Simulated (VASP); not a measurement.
Runs of VASP 6.6.1 on Be2C. Symmetry: Fm-3m, No. 225, cubic system. Conventional cell: a = 4.321 Å, b = 4.321 Å, c = 4.321 Å, α = 90.00°, β = 90.00°, γ = 90.00°. Within 2.5 Å of C (site symmetry m-3m) lie 8 Be at 1.87 Å. Be (site symmetry -43m) has 4 C at 1.87 Å and 6 Be at 2.16 Å within 2.5 Å. 

| level | potentials or basis | k mesh | cutoff (eV) | grid for exact exchange (PRECFOCK) | screening parameter | gap on the mesh (eV) | pressure (GPa) |
| --- | --- | --- | --- | --- | --- | --- | --- |
| r2SCAN | VASP PAW PBE potentials, release 64 (C, Be) | 6 × 6 × 6 | 660 | - | - | (b) | 0.8 |
| PBE | VASP PAW PBE potentials, release 64 (C, Be) | 8 × 8 × 8 | 600 | - | - | 1.16 | 1.3 |
| LDA | VASP PAW LDA potentials, release 64 (C, Be) | 6 × 6 × 6 | 600 | - | - | 1.18 | -7.1 |
| PBE | VASP PAW PBE potentials, release 64 (C, Be) | 6 × 6 × 6 | 600 | - | - | 1.16 | 1.3 |
| HSE06 | VASP PAW PBE potentials, release 64 (C, Be) | 6 × 6 × 6 | 520 | Normal | 0.2079 1/Å | 1.90 | (a) |

Alike in all rows: task single point; no spin polarisation; cell as given; smearing gaussian 0.01 eV.

**Question.** Estimate the missing entries.

**Answer.** (a) -1.9; (b) 1.52.

Caveats: the PAW data sets were made with another functional, which shifts forces and pressure a little (some runs).

A k mesh can miss the band edges.
